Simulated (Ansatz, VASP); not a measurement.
Zr2BiP2: VASP beside Ansatz

```
Zr Bi P
1.0
    -2.47548    2.47548    4.23446
     2.47548   -2.47548    4.23446
     2.47548    2.47548   -4.23446
Zr Bi P
2 1 2
Direct
  0.25000 0.75000 0.50000
  0.75000 0.25000 0.50000
  0.00000 0.00000 0.00000
  0.63293 0.63293 0.00000
  0.36707 0.36707 0.00000
```

Alike in both runs: functional PBE; k mesh 6 × 6 × 6; occupations gaussian, width 0.1 eV; no spin polarisation.

Ansatz relaxed the structure, and its values are those at the end. VASP's run is a single point on that final structure, the one shown.

|  | VASP | Ansatz |
| --- | --- | --- |
| version | VASP 6.6.1 | Ansatz 0.2.0 |
| potentials or method | VASP PAW PBE potentials, release 64 (Zr_sv, Bi_d, P), cutoff 500 eV | scalar-relativistic, plane waves, PAW |
| valence electrons in the cell | 49 | 49 |

|  | VASP | Ansatz | Ansatz less VASP |
| --- | --- | --- | --- |
| gap on the k mesh at the Fermi level (eV) | none | none | - |
| pressure (GPa) | 0.0 | 0.0 | +0.02 |
| rms of the force components (eV/Å) | 0.011 | 0.001 | -0.0097 |

A gap of «none» marks a metal or a gap that the smearing closes.

Spin-orbit coupling is off throughout.
